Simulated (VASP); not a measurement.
# Si2Ni (P-3m1) in VASP: single point with PBEsol

Aim: the single point of Si2Ni with PBEsol.

Program: VASP 6.6.1. These are calculated values, not measurements. Logs are shortened: lines on timing, memory, paths and dates and some standing lists are left out, and cuts for length are marked.

**1. The cell of the first run**

The structure is trigonal, space group P-3m1 (No. 164). Conventional cell: a = 3.812 Å, b = 3.812 Å, c = 15.338 Å, α = 90.00°, β = 90.00°, γ = 120.00°. Within 3.1 Å of Si (site symmetry 3m) lie 4 Ni at 2.33 Å and 6 Si at 2.70 Å. Si (site symmetry 3m) has 3 Ni at 2.33 Å and 3 Si at 2.70 Å within 3.1 Å. Within 3.1 Å of Si (site symmetry 3m) lie 4 Ni at 2.33 Å and 6 Si at 2.70 Å. Within 3.1 Å of Ni (site symmetry -3m) lie 8 Si at 2.33 Å. Ni (site symmetry 3m) has 7 Si at 2.33 Å within 3.1 Å.

**2. Single point, PBEsol (the distance across one plane changed)**

INCAR

```
SYSTEM = Si2Ni
ALGO = Fast ; EDIFF = 1E-6
ENCUT = 520 ; GGA = PS
ISIF = 2 ; ISMEAR = 0
LASPH = .TRUE. ; LCHARG = .FALSE.
LREAL = .FALSE. ; LWAVE = .FALSE.
NBANDS = 37 ; NELM = 80
PREC = Accurate ; SIGMA = 0.15
```

KPOINTS

```
k-points
0
G
  14 14 5
  0 0 0
```

POSCAR

```
Si2Ni
1.0
    2.6957048481     -2.6957048481      0.0000000000
    2.6957048481      0.0000000000     -2.6957048481
    8.8555113114      8.8555113114      8.8555113114
Si Ni
6 3
Direct
    0.6666666667      0.6666666667      0.2536850199
    1.0000000000      0.0000000000      0.0507451216
    0.3333333333      0.3333333333      0.4566249183
    0.6666666667      0.6666666667      0.5580948675
    1.0000000000      0.0000000000      0.3551549691
    0.3333333333      0.3333333333      0.1522150708
    0.3333333333      0.3333333333      0.3044199945
    0.6666666667      0.6666666667      0.1014800962
    1.0000000000      0.0000000000      0.5073598929
```

Potentials or basis: VASP PAW PBE potentials, release 64 (Si, Ni).

Run with:

```console
> cat potpaw_PBE.64/Si/POTCAR potpaw_PBE.64/Ni/POTCAR > POTCAR
> mpirun -np 1 vasp_std > vasp.out
```

OUTCAR:

```text
SYSTEM = Si2Ni
   EDIFF = 1E-6
   ENCUT = 520
   GGA = PS
   ISIF = 2
   ISMEAR = 0
   LASPH = .TRUE.
   LREAL = .FALSE.
   NELM = 80
   PREC = Accurate

 ion  position               nearest neighbor table
   1  0.667  0.667  0.254-   8 2.33   7 2.33   7 2.33   7 2.33   6 2.70   6 2.70   6 2.70   5 2.70
                             5 2.70   5 2.70
   2  0.000  0.000  0.051-   8 2.33   8 2.33   8 2.33   6 2.70   6 2.70   6 2.70
   3  0.333  0.333  0.457-   9 2.33   9 2.33   9 2.33   7 2.33   5 2.70   4 2.70   4 2.70   5 2.70
                             5 2.70   4 2.70
   4  0.667  0.667  0.558-   9 2.33   9 2.33   9 2.33   3 2.70   3 2.70   3 2.70
   5  0.000  0.000  0.355-   7 2.33   7 2.33   7 2.33   9 2.33   1 2.70   3 2.70   3 2.70   1 2.70
                             3 2.70   1 2.70
   6  0.333  0.333  0.152-   7 2.33   8 2.33   8 2.33   8 2.33   1 2.70   1 2.70   1 2.70   2 2.70
                             2 2.70   2 2.70
   7  0.333  0.333  0.304-   6 2.33   5 2.33   1 2.33   1 2.33   5 2.33   5 2.33   1 2.33   3 2.33

   8  0.667  0.667  0.101-   1 2.33   6 2.33   6 2.33   2 2.33   2 2.33   2 2.33   6 2.33
   9  0.000  0.000  0.507-   3 2.33   4 2.33   3 2.33   3 2.33   4 2.33   4 2.33   5 2.33

  LATTYP: Found a hexagonal cell.
 ALAT       =     3.8123023563
 C/A-ratio  =     4.0233418246

  Lattice vectors:

 A1 = (  -2.6957048481,   0.0000000000,   2.6957048481)
 A2 = (   2.6957048481,  -2.6957048481,   0.0000000000)
 A3 = (   8.8555113114,   8.8555113114,   8.8555113114)

Analysis of symmetry for initial positions (statically):
=====================================================================
 Subroutine PRICEL returns:
 Original cell was already a primitive cell.

 Routine SETGRP: Setting up the symmetry group for a
 hexagonal supercell.

 Subroutine GETGRP returns: Found 12 space group operations
 (whereof  6 operations were pure point group operations)
 out of a pool of 24 trial point group operations.

The static configuration has the point symmetry C_3v.
 The point group associated with its full space group is D_3d.

Analysis of symmetry for dynamics (positions and initial velocities):
=====================================================================
 Subroutine PRICEL returns:
 Original cell was already a primitive cell.

 Routine SETGRP: Setting up the symmetry group for a
 hexagonal supercell.

 Subroutine GETGRP returns: Found 12 space group operations
 (whereof  6 operations were pure point group operations)
[... 118 lines left out ...]
   LREAL  =      F    real-space projection
[... 7 lines left out ...]
   TEBEG  =    0.0;   TEEND  =   0.0 temperature during run
   PSTRESS=    0.0 pullay stress
   NELECT =      54.0000    total number of electrons
   NUPDOWN=      -1.0000    fix difference up-down
   EMIN   =  10.00;   EMAX   =-10.00  energy-range for DOS
   EFERMI =   0.00;   METHOD = LEGACY
   ISMEAR =     0;   SIGMA  =   0.15  broadening in eV -4-tet -1-fermi 0-gaus
   EFERMI_NEDOS =   21; number of points for ismear=-14 and -15
   IALGO  =     68    algorithm
   IMIX   =      4    mixing-type and parameters
     AMIX     =   0.40;   BMIX     =  1.00
     AMIX_MAG =   1.60;   BMIX_MAG =  1.00
  volume/ion in A,a.u.               =      21.45       144.76
  Fermi-wavevector in a.u.,A,eV,Ry     =   1.070647  2.023229 15.596149  1.146285
  Thomas-Fermi vector in A             =   2.206363
   LORBIT       =      0    0 simple, 1 ext, 2 COOP (PROOUT), +10 PAW based schemes
   GGA     = PS    functional components
   LHFCALC =     F    Hartree Fock is set to
   AEXX    =    0.0000 exact exchange contribution
   IVDW    =     0    specifies the selected vdW correction
   LEPSILON=     F    determine dielectric tensor
   LRPA    =     F    only Hartree local field effects (RPA)
 non-spin polarized calculation
 RMM-DIIS sequential band-by-band and
 Gauss-broadening in eV      SIGMA  =   0.15
  energy-cutoff  :      520.00
  volume of cell :      193.05
 maximum number of plane-waves:      5231
   NGX = 15   NGY = 15   NGZ = 57

 number of electron      54.0000001 magnetization

 Free energy of the ion-electron system (eV)
  ---------------------------------------------------
  ext. energy  EPLUGINS =         0.00000000
  ---------------------------------------------------
  free energy    TOTEN  =       -54.94579926 eV

  energy without entropy =      -54.90060813  energy(sigma->0) =      -54.92320370

 E-fermi :   4.4953     XC(G=0):  -8.2513

 val. band max:        4.4807201298   @ k =   0.5000   0.0000   0.4000
 cond. band min:       4.5165883666   @ k =   0.3571   0.3571   0.4000
 fundamental gap:      0.0358682368
 Fermi energy:         4.4953037439

 k-point     1 :       0.0000    0.0000    0.0000
  band No.  band energies     occupation
      1      -8.9657      2.00000
      2      -7.7606      2.00000
      3      -6.3421      2.00000
      4      -3.9610      2.00000
      5      -1.9956      2.00000
      6      -0.6241      2.00000
[... 949 lines left out ...]
     36       9.3334      0.00000
     37       9.6646      0.00000

 [... further k-points ...]

------------------------ aborting loop because EDIFF is reached ----------------------------------------

  FORCE on cell =-STRESS in cart. coord.  units (eV):
  Direction    XX          YY          ZZ          XY          YZ          ZX
  --------------------------------------------------------------------------------------
  -------------------------------------------------------------------------------------
  Total       -3.5511135     -3.5511135     -3.5511135      0.5104052      0.5104052      0.5104052
  in kB      -29.4710465    -29.4710465    -29.4710465      4.2359039      4.2359039      4.2359039
  external PRESSURE =     -29.4710465 kB  Pullay stress =       0.0000000 kB

 VOLUME and BASIS-vectors are now :
 -----------------------------------------------------------------------------
  energy-cutoff  :      520.00
  volume of cell :      193.05
      direct lattice vectors                 reciprocal lattice vectors
     2.695704848 -2.695704848  0.000000000     0.123653498 -0.247306995  0.123653498
     2.695704848  0.000000000 -2.695704848     0.123653498  0.123653498 -0.247306995
     8.855511311  8.855511311  8.855511311     0.037641342  0.037641342  0.037641342

 POSITION                                       TOTAL-FORCE (eV/Angst)
 -----------------------------------------------------------------------------------
      5.84078      0.44937      0.44937        -0.222067     -0.222067     -0.222067
      0.44937      0.44937      0.44937         0.374786      0.374786      0.374786
      5.84078      3.14508      3.14508         0.343944      0.343944      0.343944
      8.53649      3.14508      3.14508        -0.374786     -0.374786     -0.374786
      3.14508      3.14508      3.14508         0.222067      0.222067      0.222067
      3.14508      0.44937      0.44937        -0.343944     -0.343944     -0.343944
      4.49293      1.79723      1.79723         0.000000      0.000000      0.000000
      4.49293     -0.89848     -0.89848         0.086990      0.086990      0.086990
      4.49293      4.49293      4.49293        -0.086990     -0.086990     -0.086990
 -----------------------------------------------------------------------------------
    total drift:                                0.000026      0.000026      0.000026

  FREE ENERGIE OF THE ION-ELECTRON SYSTEM (eV)
  ---------------------------------------------------
  free  energy   TOTEN  =       -54.9457992570 eV

  energy  without entropy=      -54.9006081342  energy(sigma->0) =      -54.92320370
```

stdout:

```text
POSCAR found type information on POSCAR SiNi
 POSCAR found :  2 types and       9 ions
 scaLAPACK will be used
 -----------------------------------------------------------------------------
|                                                                             |
|                                                                             |
|     You enforced a specific xc type in the INCAR file but a different       |
|     I HOPE YOU KNOW WHAT YOU ARE DOING!                                     |
|                                                                             |
 -----------------------------------------------------------------------------

 LDA part: xc-table for (Slater+PW92), standard interpolation
 POSCAR, INCAR and KPOINTS ok, starting setup
 FFT: planning ... GRIDC
 FFT: planning ... GRID_SOFT
 FFT: planning ... GRID
 WAVECAR not read
 entering main loop
```

It took 24 min on 1 thread of Oxide Virtual Turin-like, shared host; peak memory 0.65 GiB.

Results:

- Free energy: -54.9458 eV
- Pressure: -2.9 GPa
- Largest force: 0.649 eV/Å
- Band gap on the k mesh: zero (bands 27 and 28 overlap by 1.59 eV)

Forces on the atoms (eV/Å):
```
Si  -0.222 -0.222 -0.222
Si   0.375  0.375  0.375
Si   0.344  0.344  0.344
Si  -0.375 -0.375 -0.375
Si   0.222  0.222  0.222
Si  -0.344 -0.344 -0.344
Ni   0.000  0.000  0.000
Ni   0.087  0.087  0.087
Ni  -0.087 -0.087 -0.087
```

Caveat: the cell differs from its parent crystal (the distance across one plane changed); the PAW data sets were made with another functional, which shifts forces and pressure a little.

The gap in the log of VASP goes by the Fermi energy; the results here count the filled bands.